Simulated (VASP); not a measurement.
# InSe (R3m) in VASP: notebook

Runs on InSe. Level: PBE+D3(BJ). Tasks: single point, relaxation of cell and atoms.

Everything below comes from runs of VASP 6.6.1. Logs are shortened: lines on timing, memory, paths and dates and some standing lists are left out, and cuts for length are marked.

**Experimental background.**

From “The Interaction of Hydrogen with the van der Waals Crystal γ-InSe”, 2020, pmc:7321205, for a bulk crystal of InSe at 300 K: band gap 1.25 eV.

The results are compared with them further down.

### Step 1. The cell of the first run

It takes space group R3m (No. 160, trigonal). The conventional cell has a = 4.029 Å, b = 4.029 Å, c = 25.121 Å, α = 90.00°, β = 90.00°, γ = 120.00°. Within 3.5 Å of In (site symmetry 3m) lie 3 Se at 2.66 Å and 1 In at 2.80 Å. In (site symmetry 3m) has 3 Se at 2.66 Å and 1 In at 2.80 Å within 3.5 Å. Within 3.5 Å of Se (site symmetry 3m) lie 3 In at 2.66 Å. Se (site symmetry 3m) has 3 In at 2.66 Å within 3.5 Å.

### Step 2. Single point, PBE+D3(BJ)

Contents of INCAR:

```
SYSTEM = InSe
ALGO     = Normal         ! electronic algorithm
EDIFF    = 1E-7           ! SCF threshold, eV
ENCUT    = 520            ! plane-wave cutoff, eV
GGA      = PE             ! functional
ISIF     = 2              ! what is computed and relaxed
ISMEAR   = 0              ! smearing method
IVDW     = 12             ! dispersion correction
LASPH    = .TRUE.         ! aspherical terms in the spheres
LCHARG   = .FALSE.        ! write CHGCAR
LREAL    = .FALSE.        ! projectors in reciprocal space
LWAVE    = .FALSE.        ! write WAVECAR
NBANDS   = 27             ! bands
NELM     = 60             ! most SCF steps
PREC     = Accurate       ! precision mode
SIGMA    = 0.05           ! smearing width, eV
```

Contents of KPOINTS:

```
k-points
0
G
  6 6 6
  0 0 0
```

Contents of POSCAR:

```
InSe
1.0
    2.0145638771      1.1631089967      8.3735891321
   -2.0145638771      1.1631089967      8.3735891321
    0.0000000000     -2.3262179935      8.3735891321
In Se
2 2
Direct
    0.0000298731      0.0000298731      0.0000298731
    0.1113391691      0.1113391691      0.1113391691
    0.6152994586      0.6152994586      0.6152994586
    0.8293314992      0.8293314992      0.8293314992
```

Potentials or basis: VASP PAW PBE potentials, release 64 (In_d, Se).

The run is started by

```bash
$ cat potpaw_PBE.64/In_d/POTCAR potpaw_PBE.64/Se/POTCAR > POTCAR
$ mpirun -np 1 vasp_std > vasp.out
```

OUTCAR:

```text
SYSTEM = InSe
   EDIFF = 1E-7
   ENCUT = 520
   GGA = PE
   ISIF = 2
   ISMEAR = 0
   IVDW = 12
   LASPH = .TRUE.
   LREAL = .FALSE.
   NELM = 60
   PREC = Accurate
 IVDW          = 12

 ion  position               nearest neighbor table
   1  0.000  0.000  0.000-   3 2.66   3 2.66   3 2.66   2 2.80
   2  0.111  0.111  0.111-   4 2.66   4 2.66   4 2.66   1 2.80
   3  0.615  0.615  0.615-   1 2.66   1 2.66   1 2.66
   4  0.829  0.829  0.829-   2 2.66   2 2.66   2 2.66

  LATTYP: Found a trigonal (rhomboedric) cell.
 ALAT       =     8.6907010710
 COS(alpha) =     0.8925311859

  Lattice vectors:

 A1 = (   2.0145638771,   1.1631089967,   8.3735891321)
 A2 = (  -2.0145638771,   1.1631089967,   8.3735891321)
 A3 = (   0.0000000000,  -2.3262179935,   8.3735891321)

Analysis of symmetry for initial positions (statically):
=====================================================================
 Subroutine PRICEL returns:
 Original cell was already a primitive cell.

 Routine SETGRP: Setting up the symmetry group for a
 trigonal (rhombohedral) supercell.

 Subroutine GETGRP returns: Found  6 space group operations
 (whereof  6 operations were pure point group operations)
 out of a pool of 12 trial point group operations.

The static configuration has the point symmetry C_3v.

Analysis of symmetry for dynamics (positions and initial velocities):
=====================================================================
 Subroutine PRICEL returns:
 Original cell was already a primitive cell.

 Routine SETGRP: Setting up the symmetry group for a
 trigonal (rhombohedral) supercell.

 Subroutine GETGRP returns: Found  6 space group operations
 (whereof  6 operations were pure point group operations)
 out of a pool of 12 trial point group operations.

The dynamic configuration has the point symmetry C_3v.

 Subroutine INISYM returns: Found  6 space group operations
 (whereof  6 operations are pure point group operations),
 and found     1 'primitive' translations

----------------------------------------------------------------------------------------

                                     Primitive cell

  volume of cell :     117.7238

  direct lattice vectors                    reciprocal lattice vectors
     2.014563877  1.163108997  8.373589132     0.248192676  0.143294108  0.039807701
    -2.014563877  1.163108997  8.373589132    -0.248192676  0.143294108  0.039807701
     0.000000000 -2.326217993  8.373589132     0.000000000 -0.286588217  0.039807701

  length of vectors
     8.690701071  8.690701071  8.690701071     0.289339695  0.289339695  0.289339695

  position of ions in fractional coordinates (direct lattice)
     0.000029873  0.000029873  0.000029873
     0.111339169  0.111339169  0.111339169
     0.615299459  0.615299459  0.615299459
     0.829331499  0.829331499  0.829331499

  ion indices of the primitive-cell ions
   primitive index   ion index
                 1           1
                 2           2
                 3           3
                 4           4

----------------------------------------------------------------------------------------

 KPOINTS: k-points

Automatic generation of k-mesh.
 Grid dimensions read from file:
 generate k-points for:    6    6    6

 Generating k-lattice:

  Cartesian coordinates                     Fractional coordinates (reciprocal lattice)
     0.041365446  0.023882351  0.006634617     0.166666667 -0.000000000 -0.000000000
    -0.041365446  0.023882351  0.006634617    -0.000000000  0.166666667 -0.000000000
     0.000000000 -0.047764703  0.006634617     0.000000000  0.000000000  0.166666667

  Length of vectors
     0.048223282  0.048223282  0.048223282

  Shift w.r.t. Gamma in fractional coordinates (k-lattice)
     0.000000000  0.000000000  0.000000000

 Subroutine IBZKPT returns following result:
 ===========================================

 Found     32 irreducible k-points:

 Following reciprocal coordinates:
            Coordinates               Weight
  0.000000  0.000000  0.000000      1.000000
  0.166667  0.000000  0.000000      6.000000
  0.333333  0.000000  0.000000      6.000000
  0.500000  0.000000  0.000000      3.000000
  0.166667  0.166667  0.000000      6.000000
  0.333333  0.166667  0.000000     12.000000
[... 16 lines left out ...]
  0.500000  0.500000  0.166667      6.000000
 -0.333333  0.500000  0.166667     12.000000
 [... further k-points ...]
   k-points           NKPTS =     32   k-points in BZ     NKDIM =     32   number of bands    NBANDS=     27
   number of dos      NEDOS =    301   number of ions     NIONS =      4
   total plane-waves  NPLWV = 343000
   dimension x,y,z NGX =    70 NGY =   70 NGZ =   70
   dimension x,y,z NGXF=   140 NGYF=  140 NGZF=  140
   ions per type =               2   2
   NGX,Y,Z   is equivalent  to a cutoff of  13.39, 13.39, 13.39 a.u.
   NGXF,Y,Z  is equivalent  to a cutoff of  26.78, 26.78, 26.78 a.u.
 SYSTEM =  InSe
   PREC   = accura    normal or accurate (medium, high low for compatibility)
   ISTART =      0    job   : 0-new  1-cont  2-samecut
   ICHARG =      2    charge: 1-file 2-atom 10-const
   ISPIN  =      1    spin polarized calculation?
   LNONCOLLINEAR =      F non collinear calculations
   LSORBIT =      F    spin-orbit coupling
   LASPH  =      T    aspherical Exc in radial PAW
   ENCUT  =  520.0 eV  38.22 Ry    6.18 a.u.  16.16 16.16 16.16*2*pi/ulx,y,z
   NELM   =     60;   NELMIN=  2; NELMDL= -5     # of ELM steps
   EDIFF  = 0.1E-06   stopping-criterion for ELM
   LREAL  =      F    real-space projection
   EDIFFG = 0.1E-05   stopping-criterion for IOM
   NSW    =      0    number of steps for IOM
   IBRION =     -1    ionic relax: 0-MD 1-quasi-New 2-CG
   NFREE  =      0    steps in history (QN), initial steepest desc. (CG)
   ISIF   =      2    stress and relaxation
   ISYM   =      2    0-nonsym 1-usesym 2-fastsym
   POTIM  = 0.5000    time-step for ionic-motion
   TEBEG  =    0.0;   TEEND  =   0.0 temperature during run
   PSTRESS=    0.0 pullay stress
   NELECT =      38.0000    total number of electrons
   NUPDOWN=      -1.0000    fix difference up-down
   EMIN   =  10.00;   EMAX   =-10.00  energy-range for DOS
   EFERMI =   0.00;   METHOD = LEGACY
   ISMEAR =     0;   SIGMA  =   0.05  broadening in eV -4-tet -1-fermi 0-gaus
   EFERMI_NEDOS =   21; number of points for ismear=-14 and -15
   IALGO  =     38    algorithm
   IMIX   =      4    mixing-type and parameters
     AMIX     =   0.40;   BMIX     =  1.00
     AMIX_MAG =   1.60;   BMIX_MAG =  1.00
  volume/ion in A,a.u.               =      29.43       198.61
  Fermi-wavevector in a.u.,A,eV,Ry     =   1.123004  2.122170 17.158819  1.261138
  Thomas-Fermi vector in A             =   2.259667
   LORBIT       =      0    0 simple, 1 ext, 2 COOP (PROOUT), +10 PAW based schemes
   GGA     = PE    functional components
   LHFCALC =     F    Hartree Fock is set to
   AEXX    =    0.0000 exact exchange contribution
   IVDW    =    12    specifies the selected vdW correction
   LEPSILON=     F    determine dielectric tensor
   LRPA    =     F    only Hartree local field effects (RPA)
 non-spin polarized calculation
 Gauss-broadening in eV      SIGMA  =   0.05
  energy-cutoff  :      520.00
  volume of cell :      117.72
 maximum number of plane-waves:      3199
 NGX is ok and might be reduce to    70
   NGX = 33   NGY = 33   NGZ = 33

 number of electron      38.0000001 magnetization

 Free energy of the ion-electron system (eV)
  ---------------------------------------------------
  ext. energy  EPLUGINS =         0.00000000
  ---------------------------------------------------
  free energy    TOTEN  =       -14.15661797 eV

  energy without entropy =      -14.15661797  energy(sigma->0) =      -14.15661797

 E-fermi :   4.2307     XC(G=0):  -8.8895

 val. band max:        4.0538899683   @ k =   0.5000   0.5000   0.5000
 cond. band min:       4.4073833481   @ k =   0.5000   0.5000   0.5000
 fundamental gap:      0.3534933798
 Fermi energy:         4.2306760445

 k-point     1 :       0.0000    0.0000    0.0000
  band No.  band energies     occupation
      1     -10.7499      2.00000
      2     -10.5660      2.00000
      3     -10.5660      2.00000
      4     -10.4836      2.00000
      5     -10.4836      2.00000
      6     -10.4755      2.00000
[... 19 lines left out ...]
     26       9.4964      0.00000
     27      11.5334      0.00000

 k-point     2 :       0.1667    0.0000    0.0000
  band No.  band energies     occupation
      1     -10.7528      2.00000
      2     -10.6480      2.00000
      3     -10.5709      2.00000
      4     -10.5629      2.00000
      5     -10.4823      2.00000
      6     -10.4657      2.00000
[... 19 lines left out ...]
     26      10.0325      0.00000
     27      10.8943      0.00000

 k-point     3 :       0.3333    0.0000    0.0000
  band No.  band energies     occupation
      1     -10.8217      2.00000
      2     -10.7032      2.00000
      3     -10.6944      2.00000
      4     -10.5624      2.00000
      5     -10.4956      2.00000
      6     -10.4300      2.00000
[... 19 lines left out ...]
     26      10.6634      0.00000
     27      11.2248      0.00000

 k-point     4 :       0.5000    0.0000    0.0000
  band No.  band energies     occupation
      1     -10.8679      2.00000
      2     -10.7563      2.00000
      3     -10.6926      2.00000
      4     -10.5638      2.00000
      5     -10.5020      2.00000
      6     -10.4125      2.00000
[... 19 lines left out ...]
     26      10.4563      0.00000
     27      10.9328      0.00000
[... 516 lines left out ...]
      4     -10.5745      2.00000
      5     -10.4893      2.00000
      6     -10.4254      2.00000
[... 19 lines left out ...]
     26      11.1194      0.00000
     27      11.7076      0.00000

 k-point    23 :       0.5000    0.5000    0.1667
  band No.  band energies     occupation
      1     -10.8131      2.00000
      2     -10.7144      2.00000
      3     -10.6919      2.00000
      4     -10.5629      2.00000
      5     -10.4955      2.00000
      6     -10.4298      2.00000
[... 19 lines left out ...]
     26      10.9390      0.00000
     27      11.3404      0.00000

 k-point    24 :      -0.3333    0.5000    0.1667
  band No.  band energies     occupation
      1     -10.8489      2.00000
      2     -10.7572      2.00000
      3     -10.6921      2.00000
      4     -10.5747      2.00000
      5     -10.4893      2.00000
      6     -10.4254      2.00000
[... 19 lines left out ...]
     26      11.1591      0.00000
     27      11.6127      0.00000

 [... further k-points ...]

------------------------ aborting loop because EDIFF is reached ----------------------------------------

 Edisp (eV)   -1.19173

 E8    (eV) :    -0.5464

  FORCE on cell =-STRESS in cart. coord.  units (eV):
  Direction    XX          YY          ZZ          XY          YZ          ZX
  --------------------------------------------------------------------------------------
  -------------------------------------------------------------------------------------
  Total       0.09713     0.09713    -0.14713     0.00000     0.00000     0.00000
  in kB       1.32186     1.32186    -2.00244     0.00000     0.00000     0.00000
  external pressure =        0.21 kB  Pullay stress =        0.00 kB

 VOLUME and BASIS-vectors are now :
 -----------------------------------------------------------------------------
  energy-cutoff  :      520.00
  volume of cell :      117.72
      direct lattice vectors                 reciprocal lattice vectors
     2.014563877  1.163108997  8.373589132     0.248192676  0.143294108  0.039807701
    -2.014563877  1.163108997  8.373589132    -0.248192676  0.143294108  0.039807701
     0.000000000 -2.326217993  8.373589132     0.000000000 -0.286588217  0.039807701

 POSITION                                       TOTAL-FORCE (eV/Angst)
 -----------------------------------------------------------------------------------
      0.00000     -0.00000      0.00075         0.000000     -0.000000      0.009591
      0.00000     -0.00000      2.79693         0.000000      0.000000     -0.009501
      0.00000     -0.00000     15.45679         0.000000      0.000000     -0.012885
      0.00000     -0.00000     20.83344         0.000000     -0.000000      0.012795
 -----------------------------------------------------------------------------------
    total drift:                                0.000000      0.000000     -0.000219

  FREE ENERGIE OF THE ION-ELECTRON SYSTEM (eV)
  ---------------------------------------------------
  free  energy   TOTEN  =       -15.3483484295 eV

  energy  without entropy=      -15.3483484285  energy(sigma->0) =      -15.34834843
```

It took 13 min on 1 thread of AMD EPYC 7R43 (Zen 3), shared host; peak memory 0.61 GiB.

Results:

* Free energy: -15.3483 eV
* Pressure: 0.0 GPa
* Largest force: 0.013 eV/Å
* Band gap on the k mesh: 0.35 eV
* Dispersion energy per atom: -0.298 eV

Forces in eV/Å, atoms in the order of the input:
```
In   0.000  0.000  0.010
In   0.000  0.000 -0.010
Se   0.000  0.000 -0.013
Se   0.000  0.000  0.013
```

Stress tensor (GPa, compression positive):
```
 0.13  0.00  0.00
 0.00  0.13  0.00
 0.00  0.00 -0.20
```

Caveat: spin-orbit coupling is left out, which moves the levels of the heavy elements.

### Step 3. Relaxation of cell and atoms, PBE+D3(BJ)

This run uses another cell than the first one, of 29.24 Å³/atom.

Contents of INCAR:

```
  PREC = Accurate
  ENCUT = 600
  EDIFF = 1E-6
  ISMEAR = 0
  SIGMA = 0.05
  LREAL = F
  LASPH = T
  NELM = 60
  ALGO = Normal
  ISIF = 3
  LWAVE = F
  LCHARG = F
  GGA = PE
  IVDW = 12
  IBRION = 2
  NSW = 80
  EDIFFG = -0.03
```

Contents of KPOINTS:

```
Automatic mesh
0
Gamma
  6 6 6
```

Contents of POSCAR:

```
InSe
1.0
    2.0000000000      1.1547005384      8.4400000000
   -2.0000000000      1.1547005384      8.4400000000
    0.0000000000     -2.3094010768      8.4400000000
In Se
2 2
Direct
    0.0000000000      0.0000000000      0.0000000000
    0.1114000000      0.1114000000      0.1114000000
    0.6165000000      0.6165000000      0.6165000000
    0.8281000000      0.8281000000      0.8281000000
```

Potentials or basis: VASP PAW PBE potentials, release 64 (In_d, Se).

The run is started by

```bash
$ cat potpaw_PBE.64/In_d/POTCAR potpaw_PBE.64/Se/POTCAR > POTCAR
$ mpirun -np 1 vasp_std > vasp.out
```

Run time: 53 min. Hardware: 1 thread of AMD EPYC 7R43 (Zen 3), shared host; peak memory 0.77 GiB.

Results (log left out):

```
Free energy                           : -15.3489 eV
Relaxed volume                        : 29.45 Å³/atom
Relaxed cell                          : a = 8.620 Å, b = 8.620 Å, c = 8.620 Å, α = 27.17°, β = 27.17°, γ = 27.17°
Space group after relaxing (to 0.1 Å) : R3m (No. 160)
Energy gained by relaxing             : 4.7 meV/atom
Ionic steps                           : 9
Pressure after relaxing               : -0.1 GPa
Largest force after relaxing          : 0.029 eV/Å
Band gap on the k mesh                : 0.24 eV
Dispersion energy per atom            : -0.298 eV
```

Forces in eV/Å, atoms in the order of the input:
```
In   0.000  0.000  0.021
In   0.000  0.000 -0.009
Se   0.000  0.000 -0.029
Se   0.000  0.000  0.017
```

Stress tensor (GPa, compression positive):
```
-0.13  0.00  0.00
 0.00 -0.13  0.00
 0.00  0.00  0.03
```

Step by step:
```
step  energy change (eV)  largest force (eV/Å)  pressure (GPa)  volume (Å³)
   1              0.0000                0.3844            1.05       116.95
   2             -0.0109                0.2005           -0.77       120.21
   3             -0.0159                0.0239           -0.15       119.01
   4             -0.0166                0.0335           -0.03       118.63
   5             -0.0167                0.0515            0.03       118.45
   6             -0.0171                0.0416            0.02       118.39
   7             -0.0179                0.0497            0.03       118.19
   8             -0.0185                0.0665            0.03       117.80
   9             -0.0189                0.0294           -0.08       117.82
```

Final structure:
```cif
data_structure
_symmetry_space_group_name_H-M 'P 1'
_symmetry_Int_Tables_number 1
_cell_length_a 8.6195
_cell_length_b 8.6195
_cell_length_c 8.6195
_cell_angle_alpha 27.172
_cell_angle_beta 27.172
_cell_angle_gamma 27.172
_cell_volume 117.82
loop_
_atom_site_label
_atom_site_type_symbol
_atom_site_fract_x
_atom_site_fract_y
_atom_site_fract_z
_atom_site_occupancy
In1 In 0.99954 0.99954 0.99954 1
In2 In 0.11179 0.11179 0.11179 1
Se1 Se 0.61498 0.61498 0.61498 1
Se2 Se 0.82969 0.82969 0.82969 1
```

Levels at points of the mesh, in eV from the valence-band top:
| k point | band 17 | band 18 | band 19 | band 20 | band 21 | band 22 |
| --- | --- | --- | --- | --- | --- | --- |
| (0.00, 0.00, 0.00) | -1.43 | -1.29 | -1.29 | 1.62 | 1.95 | 4.18 |
| (0.50, 0.00, 0.00) | -2.42 | -2.25 | -1.68 | 1.09 | 1.89 | 3.65 |
| (0.50, 0.50, 0.00) | -2.58 | -2.06 | -1.53 | 1.05 | 1.91 | 3.28 |
| (0.50, 0.50, 0.50) | -1.21 | -1.21 | 0.00 | 0.24 | 2.01 | 4.08 |

Caveat: spin-orbit coupling is left out, which moves the levels of the heavy elements. A k mesh can miss the band edges.

### Step 4. How close it comes

Step 2. A measured gap of InSe is 1.25 eV (300 K; “The Interaction of Hydrogen with the van der Waals Crystal γ-InSe”, 2020, pmc:7321205); the calculated 0.35 eV misses it by -0.90 eV. Spin-orbit coupling on In, Se is left out. The value is that of PBE+D3(BJ) on a finite k mesh, which can miss the band edges, without temperature or zero-point motion. Semilocal functionals fall short of measured gaps as a rule.
